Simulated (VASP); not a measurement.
# Sr (Im-3m) in VASP: notebook, part 2 of 2

VASP 6.6.1.

## (3) Single point, LDA

INCAR reads:

```
SYSTEM = Sr
  ALGO = Normal
  EDIFF = 1E-6
  ENCUT = 520
  GGA = CA
  ISIF = 2
  ISMEAR = -1
  LASPH = .True.
  LCHARG = .False.
  LREAL = .False.
  LWAVE = .False.
  NBANDS = 11
  NELM = 100
  PREC = Accurate
  SIGMA = 0.05
```

KPOINTS reads:

```
k-points
0
Gamma
  15 15 15
  0 0 0
```

POSCAR reads:

```
Sr
1.0
   -1.8321707722      1.8321707722      1.8321707722
    1.8321707722     -1.8321707722      1.8321707722
    1.8321707722      1.8321707722     -1.8321707722
Sr
1
Direct
    0.0000000000      0.0000000000      0.0000000000
```

Potentials or basis: VASP PAW LDA potentials, release 64 (Sr_sv).

On the command line:

```sh
cat potpaw_LDA.64/Sr_sv/POTCAR > POTCAR
mpirun -np 1 vasp_std > vasp.out
```

OUTCAR:

```text
SYSTEM = Sr
   EDIFF = 1E-6
   ENCUT = 520
   GGA = CA
   ISIF = 2
   ISMEAR = -1
   LASPH = .True.
   LREAL = .False.
   NELM = 100
   PREC = Accurate

 ion  position               nearest neighbor table
   1  0.000  0.000  0.000-

  LATTYP: Found a body centered cubic cell.
 ALAT       =     3.6643415444

  Lattice vectors:

 A1 = (  -1.8321707722,   1.8321707722,   1.8321707722)
 A2 = (   1.8321707722,  -1.8321707722,   1.8321707722)
 A3 = (   1.8321707722,   1.8321707722,  -1.8321707722)

Analysis of symmetry for initial positions (statically):
=====================================================================
 Subroutine PRICEL returns:
 Original cell was already a primitive cell.

 Routine SETGRP: Setting up the symmetry group for a
 body centered cubic supercell.

 Subroutine GETGRP returns: Found 48 space group operations
 (whereof 48 operations were pure point group operations)
 out of a pool of 48 trial point group operations.

The static configuration has the point symmetry O_h .

Analysis of symmetry for dynamics (positions and initial velocities):
=====================================================================
 Subroutine PRICEL returns:
 Original cell was already a primitive cell.

 Routine SETGRP: Setting up the symmetry group for a
 body centered cubic supercell.

 Subroutine GETGRP returns: Found 48 space group operations
 (whereof 48 operations were pure point group operations)
 out of a pool of 48 trial point group operations.

The dynamic configuration has the point symmetry O_h .

 Subroutine INISYM returns: Found 48 space group operations
 (whereof 48 operations are pure point group operations),
 and found     1 'primitive' translations

----------------------------------------------------------------------------------------

                                     Primitive cell

  volume of cell :      24.6013

  direct lattice vectors                    reciprocal lattice vectors
    -1.832170772  1.832170772  1.832170772     0.000000000  0.272900325  0.272900325
     1.832170772 -1.832170772  1.832170772     0.272900325  0.000000000  0.272900325
     1.832170772  1.832170772 -1.832170772     0.272900325  0.272900325  0.000000000

  length of vectors
     3.173412866  3.173412866  3.173412866     0.385939341  0.385939341  0.385939341

  position of ions in fractional coordinates (direct lattice)
     0.000000000  0.000000000  0.000000000

  ion indices of the primitive-cell ions
   primitive index   ion index
                 1           1

----------------------------------------------------------------------------------------

 KPOINTS: k-points

Automatic generation of k-mesh.
 Grid dimensions read from file:
 generate k-points for:   15   15   15

 Generating k-lattice:

  Cartesian coordinates                     Fractional coordinates (reciprocal lattice)
     0.000000000  0.018193355  0.018193355     0.066666667  0.000000000  0.000000000
     0.018193355  0.000000000  0.018193355     0.000000000  0.066666667  0.000000000
     0.018193355  0.018193355  0.000000000     0.000000000  0.000000000  0.066666667

  Length of vectors
     0.025729289  0.025729289  0.025729289

  Shift w.r.t. Gamma in fractional coordinates (k-lattice)
     0.000000000  0.000000000  0.000000000

 Subroutine IBZKPT returns following result:
 ===========================================

 Found    120 irreducible k-points:

 Following reciprocal coordinates:
            Coordinates               Weight
  0.000000  0.000000  0.000000      1.000000
  0.066667  0.000000  0.000000     12.000000
  0.133333  0.000000  0.000000     12.000000
  0.200000  0.000000  0.000000     12.000000
  0.266667  0.000000  0.000000     12.000000
  0.333333  0.000000  0.000000     12.000000
[... 16 lines left out ...]
  0.333333  0.200000 -0.000000     48.000000
  0.400000  0.200000  0.000000     24.000000
 [... further k-points ...]
   k-points           NKPTS =    120   k-points in BZ     NKDIM =    120   number of bands    NBANDS=     11
   number of dos      NEDOS =    301   number of ions     NIONS =      1
   total plane-waves  NPLWV =  13824
   dimension x,y,z NGX =    24 NGY =   24 NGZ =   24
   dimension x,y,z NGXF=    48 NGYF=   48 NGZF=   48
   ions per type =               1
   NGX,Y,Z   is equivalent  to a cutoff of  12.57, 12.57, 12.57 a.u.
   NGXF,Y,Z  is equivalent  to a cutoff of  25.15, 25.15, 25.15 a.u.
 SYSTEM =  Sr
   PREC   = accura    normal or accurate (medium, high low for compatibility)
   ISTART =      0    job   : 0-new  1-cont  2-samecut
   ICHARG =      2    charge: 1-file 2-atom 10-const
   ISPIN  =      1    spin polarized calculation?
   LNONCOLLINEAR =      F non collinear calculations
   LSORBIT =      F    spin-orbit coupling
   LASPH  =      T    aspherical Exc in radial PAW
   ENCUT  =  520.0 eV  38.22 Ry    6.18 a.u.   5.90  5.90  5.90*2*pi/ulx,y,z
   NELM   =    100;   NELMIN=  2; NELMDL= -5     # of ELM steps
   EDIFF  = 0.1E-05   stopping-criterion for ELM
   LREAL  =      F    real-space projection
   EDIFFG = 0.1E-04   stopping-criterion for IOM
   NSW    =      0    number of steps for IOM
   IBRION =     -1    ionic relax: 0-MD 1-quasi-New 2-CG
   NFREE  =      0    steps in history (QN), initial steepest desc. (CG)
   ISIF   =      2    stress and relaxation
   ISYM   =      2    0-nonsym 1-usesym 2-fastsym
   POTIM  = 0.5000    time-step for ionic-motion
   TEBEG  =    0.0;   TEEND  =   0.0 temperature during run
   PSTRESS=    0.0 pullay stress
   NELECT =      10.0000    total number of electrons
   NUPDOWN=      -1.0000    fix difference up-down
   EMIN   =  10.00;   EMAX   =-10.00  energy-range for DOS
   EFERMI =   0.00;   METHOD = LEGACY
   ISMEAR =    -1;   SIGMA  =   0.05  broadening in eV -4-tet -1-fermi 0-gaus
   EFERMI_NEDOS =   21; number of points for ismear=-14 and -15
   IALGO  =     38    algorithm
   IMIX   =      4    mixing-type and parameters
     AMIX     =   0.40;   BMIX     =  1.00
     AMIX_MAG =   1.60;   BMIX_MAG =  1.00
  volume/ion in A,a.u.               =      24.60       166.02
  Fermi-wavevector in a.u.,A,eV,Ry     =   1.212706  2.291682 20.009490  1.470656
  Thomas-Fermi vector in A             =   2.348182
   LORBIT       =      0    0 simple, 1 ext, 2 COOP (PROOUT), +10 PAW based schemes
   GGA     = CA    functional components
   LHFCALC =     F    Hartree Fock is set to
   AEXX    =    0.0000 exact exchange contribution
   IVDW    =     0    specifies the selected vdW correction
   LEPSILON=     F    determine dielectric tensor
   LRPA    =     F    only Hartree local field effects (RPA)
 non-spin polarized calculation
  energy-cutoff  :      520.00
  volume of cell :       24.60
 maximum number of plane-waves:       682
   NGX = 11   NGY = 11   NGZ = 11

 number of electron      10.0000000 magnetization

 Free energy of the ion-electron system (eV)
  ---------------------------------------------------
  ext. energy  EPLUGINS =         0.00000000
  ---------------------------------------------------
  free energy    TOTEN  =        -0.73568179 eV

  energy without entropy =       -0.72994465  energy(sigma->0) =       -0.73281322

 E-fermi :   4.9600     XC(G=0): -10.5597

 val. band max:        4.8808487190   @ k =   0.2000   0.1333   0.1333
 cond. band min:       4.9657942031   @ k =  -0.3333   0.3333   0.2667
 fundamental gap:      0.0849454841
 Fermi energy:         4.9600498765

 k-point     1 :       0.0000    0.0000    0.0000
  band No.  band energies     occupation
      1     -30.5087      2.00000
      2     -11.4870      2.00000
      3     -11.4870      2.00000
      4     -11.4870      2.00000
      5       1.1017      2.00000
      6       8.2838      0.00000
      7       8.2838      0.00000
      8       8.2838      0.00000
      9      11.0333      0.00000
     10      11.0333      0.00000
     11      16.8010      0.00000

 k-point     2 :       0.0667    0.0000    0.0000
  band No.  band energies     occupation
      1     -30.4911      2.00000
      2     -11.6040      2.00000
      3     -11.5178      2.00000
      4     -11.4890      2.00000
      5       1.2979      2.00000
      6       8.1218      0.00000
      7       8.2079      0.00000
      8       8.4729      0.00000
      9      10.7339      0.00000
     10      11.0065      0.00000
     11      17.0284      0.00000
[... 295 lines left out ...]
 k-point    24 :       0.4000    0.2000    0.0000
  band No.  band energies     occupation
      1     -30.0475      2.00000
      2     -13.4877      2.00000
      3     -12.5376      2.00000
      4     -11.7354      2.00000
      5       4.3593      1.99999
      6       5.9910      0.00000
      7       7.4442      0.00000
      8      10.9644      0.00000
      9      12.5869      0.00000
     10      16.5668      0.00000
     11      16.6264      0.00000

 [... further k-points ...]
[... 5 lines left out ...]
  --------------------------------------------------------------------------------------
  -------------------------------------------------------------------------------------
  Total        3.8849640      3.8849640      3.8849640      0.0000000      0.0000000      0.0000000
  in kB      253.0111960    253.0111960    253.0111960      0.0000000      0.0000000      0.0000000
  external PRESSURE =     253.0111960 kB  Pullay stress =       0.0000000 kB

 VOLUME and BASIS-vectors are now :
 -----------------------------------------------------------------------------
  energy-cutoff  :      520.00
  volume of cell :       24.60
      direct lattice vectors                 reciprocal lattice vectors
    -1.832170772  1.832170772  1.832170772     0.000000000  0.272900325  0.272900325
     1.832170772 -1.832170772  1.832170772     0.272900325  0.000000000  0.272900325
     1.832170772  1.832170772 -1.832170772     0.272900325  0.272900325  0.000000000

 POSITION                                       TOTAL-FORCE (eV/Angst)
 -----------------------------------------------------------------------------------
      0.00000      0.00000      0.00000        -0.000000      0.000000     -0.000000
 -----------------------------------------------------------------------------------
    total drift:                                0.000000      0.000000     -0.000000

  FREE ENERGIE OF THE ION-ELECTRON SYSTEM (eV)
  ---------------------------------------------------
  free  energy   TOTEN  =        -0.7356817940 eV

  energy  without entropy=       -0.7299446524  energy(sigma->0) =       -0.73281322
```

Run time: 9.4 s. Hardware: 1 thread of Intel Xeon Platinum 8488C (Sapphire Rapids), shared host; peak memory 0.15 GiB.

What came out:

* Free energy: -0.7357 eV
* Pressure: 25.3 GPa
* Band gap on the k mesh: zero (band 5 reaches 6.03 eV, above the bottom of band 6 at 3.24 eV)

Levels at points of the mesh, in eV from the Fermi level:
```tsv
k point	band 1	band 2	band 3	band 4	band 5	band 6	band 7	band 8	band 9	band 10
(0.00, 0.00, 0.00)	-35.47	-16.45	-16.45	-16.45	-3.86	3.32	3.32	3.32	6.07	6.07
```

## (4) Relaxation of cell and atoms, LDA, target pressure 25 GPa, at which the enthalpy is minimised

This run uses another cell than the first one, of 24.08 Å³/atom, 0.979 times its volume.

INCAR reads:

```
PREC     = Accurate       # precision mode
ENCUT    = 600            # plane-wave cutoff, eV
EDIFF    = 1E-7           # SCF threshold, eV
ISMEAR   = -1             # smearing method
SIGMA    = 0.05           # smearing width, eV
LREAL    = F              # projectors in reciprocal space
LASPH    = T              # aspherical terms in the spheres
NELM     = 60             # most SCF steps
ALGO     = Normal         # electronic algorithm
ISIF     = 3              # what is computed and relaxed
LWAVE    = F              # write WAVECAR
LCHARG   = F              # write CHGCAR
GGA      = CA             # functional
IBRION   = 2              # ionic algorithm
NSW      = 60             # ionic steps
EDIFFG   = -0.005         # ionic threshold
PSTRESS  = 250.0
```

KPOINTS reads:

```
Automatic mesh
0
Gamma
  15 15 15
```

POSCAR reads:

```
Sr
1.0
   -1.8190270814      1.8190270814      1.8190270814
    1.8190270814     -1.8190270814      1.8190270814
    1.8190270814      1.8190270814     -1.8190270814
Sr
1
Direct
    0.0000000000      0.0000000000      0.0000000000
```

On the command line:

```sh
cat potpaw_LDA.64/Sr_sv/POTCAR > POTCAR
mpirun -np 1 vasp_std > vasp.out
```

Run time: 55 s. Hardware: 1 thread of Intel Xeon Platinum 8488C (Sapphire Rapids), shared host; peak memory 0.17 GiB.

It converged, with:

| Item | Value |
| --- | --- |
| Free energy | -0.7532 eV |
| Relaxed volume | 24.71 Å³/atom |
| Relaxed cell | a = 3.178 Å, b = 3.178 Å, c = 3.178 Å, α = 109.47°, β = 109.47°, γ = 109.47° |
| Space group after relaxing (to 0.05 Å) | Im-3m (No. 229) |
| Energy change on relaxing (the enthalpy is what falls) | -103.1 meV/atom |
| Ionic steps | 3 |
| Pressure after relaxing | 25.0 GPa |
| Band gap on the k mesh | zero (band 5 reaches 5.99 eV, above the bottom of band 6 at 3.23 eV) |

The path:
```
step  energy change (eV)  largest force (eV/Å)  pressure (GPa)  volume (Å³)
   1              0.0000                0.0000           26.89        24.08
   2             -0.1594                0.0000           23.94        25.08
   3             -0.1031                0.0000           24.99        24.71
```

Final structure:
```cif
data_structure
_symmetry_space_group_name_H-M 'P 1'
_symmetry_Int_Tables_number 1
_cell_length_a 3.1782
_cell_length_b 3.1782
_cell_length_c 3.1782
_cell_angle_alpha 109.471
_cell_angle_beta 109.471
_cell_angle_gamma 109.471
_cell_volume 24.71
loop_
_atom_site_label
_atom_site_type_symbol
_atom_site_fract_x
_atom_site_fract_y
_atom_site_fract_z
_atom_site_occupancy
Sr1 Sr 0.00000 0.00000 0.00000 1
```

Levels at points of the mesh, in eV from the Fermi level:
```tsv
k point	band 1	band 2	band 3	band 4	band 5	band 6	band 7	band 8	band 9
(0.00, 0.00, 0.00)	-35.46	-16.46	-16.46	-16.46	-3.86	3.32	3.32	3.32	6.06
```

Caveat: the cell is relaxed towards a set pressure, so the enthalpy falls and the energy may rise.

## (5) Relaxation of cell and atoms, LDA, target pressure 25 GPa, at which the enthalpy is minimised

INCAR reads:

```
SYSTEM = Sr
  ALGO = Normal
  EDIFF = 1E-7
  EDIFFG = -0.005
  ENCUT = 600
  IBRION = 2
  ISIF = 3
  ISMEAR = -1
  LASPH = .TRUE.
  LCHARG = .FALSE.
  LREAL = .FALSE.
  LWAVE = .FALSE.
  NELM = 100
  NSW = 32
  PREC = Accurate
  PSTRESS = 250.0
  SIGMA = 0.05
```

KPOINTS reads:

```
k-points
0
G
  15 15 15
  0 0 0
```

POSCAR reads:

```
Sr
1.0
   -1.8321707722      1.8321707722      1.8321707722
    1.8321707722     -1.8321707722      1.8321707722
    1.8321707722      1.8321707722     -1.8321707722
Sr
1
Direct
    0.0000000000      0.0000000000      0.0000000000
```

On the command line:

```sh
cat potpaw_LDA.64/Sr_sv/POTCAR > POTCAR
mpirun -np 1 vasp_std > vasp.out
```

Wall time 50 s (1 thread of Intel Xeon Platinum 8488C (Sapphire Rapids), shared host); peak memory 0.17 GiB.

It converged, with:

```yaml
Free_energy: -0.7529 eV
Relaxed_volume: 24.71 Å³/atom
Relaxed_cell: a = 3.178 Å, b = 3.178 Å, c = 3.178 Å, α = 109.47°, β = 109.47°, γ = 109.47°
Space_group_after_relaxing_to_0.05_Å: Im-3m (No. 229)
Energy_change_on_relaxing_the_enthalpy_is_what_falls: -17.1 meV/atom
Ionic_steps: 3
Pressure_after_relaxing: 25.0 GPa
Band_gap_on_the_k_mesh: zero (band 5 reaches 5.99 eV, above the bottom of band 6 at 3.23 eV)
```

Step by step:
| step | energy change (eV) | largest force (eV/Å) | pressure (GPa) | volume (Å³) |
| --- | --- | --- | --- | --- |
| 1 | 0.0000 | 0.0000 | 25.32 | 24.60 |
| 2 | -0.0273 | 0.0000 | 24.82 | 24.78 |
| 3 | -0.0171 | 0.0000 | 25.00 | 24.71 |

Final structure:
```xyz
1
Lattice="-1.8349 1.8349 1.8349 1.8349 -1.8349 1.8349 1.8349 1.8349 -1.8349" Properties=species:S:1:pos:R:3 pbc="T T T"
Sr    0.0000    0.0000    0.0000
```

Levels at points of the mesh, in eV from the Fermi level:
```
           k point  band 2  band 3  band 4  band 5  band 6  band 7  band 8  band 9
(0.00, 0.00, 0.00)  -16.46  -16.46  -16.46   -3.86    3.32    3.32    3.32    6.06
```

Caveat: the cell is relaxed towards a set pressure, so the enthalpy falls and the energy may rise.

## (6) The runs side by side

```tsv
task	cell	cutoff (eV)	gap on the mesh (eV)	pressure (GPa)
single point	a = 3.173 Å, angles 109.5°, 1 atom	520	none	25.3
relaxation of cell and atoms	relaxed to 25 GPa from a = 3.151 Å, angles 109.5°, 1 atom	600	none	25.0
relaxation of cell and atoms	relaxed to 25 GPa from a = 3.173 Å, angles 109.5°, 1 atom	600	none	25.0
```

Alike in all rows: level LDA; potentials or basis VASP PAW LDA potentials, release 64 (Sr_sv); no spin polarisation; k mesh 15 × 15 × 15; smearing fermi-dirac 0.05 eV.

Caveats: the cell is relaxed towards a set pressure, so the enthalpy falls and the energy may rise (some runs).

Total energies depend on the potentials used, so only differences within one code and one set of settings carry meaning.
